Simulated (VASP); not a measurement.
Write the native input for VASP 6.6.1 that does the following.

```yaml
Task: single point
Functional: LDA
Potentials_or_basis: VASP PAW LDA potentials, release 64 (Au)
Cutoff: 520 eV
k_mesh: 14 × 14 × 8
Occupations: fermi-dirac, width 0.03 eV
Spin: no spin polarisation
Dipole_correction: no
Further_INCAR_settings: ALGO = Normal; EDIFF = 1e-07; NBANDS = 18
```

The structure of Au lies in POSCAR:

```
Au
1.0
    2.8805347474      0.0000000000      0.0000000000
   -1.4402673737      2.4946162678      0.0000000000
    0.0000000000      0.0000000000      4.8472473353
Au
2
Direct
    0.3333333333      0.6666666667      0.7500000000
    0.6666666667      0.3333333333      0.2500000000
```

This cell differs from its parent crystal: volume scaled by 0.98.

One way to write it, as run:

INCAR

```
SYSTEM = Au
  PREC = Accurate
  ENCUT = 520
  EDIFF = 1E-7
  ISMEAR = -1
  SIGMA = 0.03
  LREAL = .FALSE.
  LASPH = .TRUE.
  NELM = 60
  ALGO = Normal
  ISIF = 2
  LWAVE = .FALSE.
  LCHARG = .FALSE.
  NBANDS = 18
```

KPOINTS

```
regular mesh
0
G
  14 14 8
  0 0 0
```

Potentials or basis: VASP PAW LDA potentials, release 64 (Au).

The run is started by

```bash
$ cat potpaw_LDA.64/Au/POTCAR > POTCAR
$ mpirun -np 1 vasp_std > vasp.out
```

It gave:

```json
{"Pressure": "-7.6 GPa", "Band gap on the k mesh": "zero (band 11 reaches 12.73 eV, above the bottom of band 12 at 6.30 eV)"}
```

Caveat: spin-orbit coupling is left out, which moves the levels of the heavy elements.

It took 51 s on 1 thread of Intel Xeon 8259CL (shared host), peak memory 0.18 GiB.
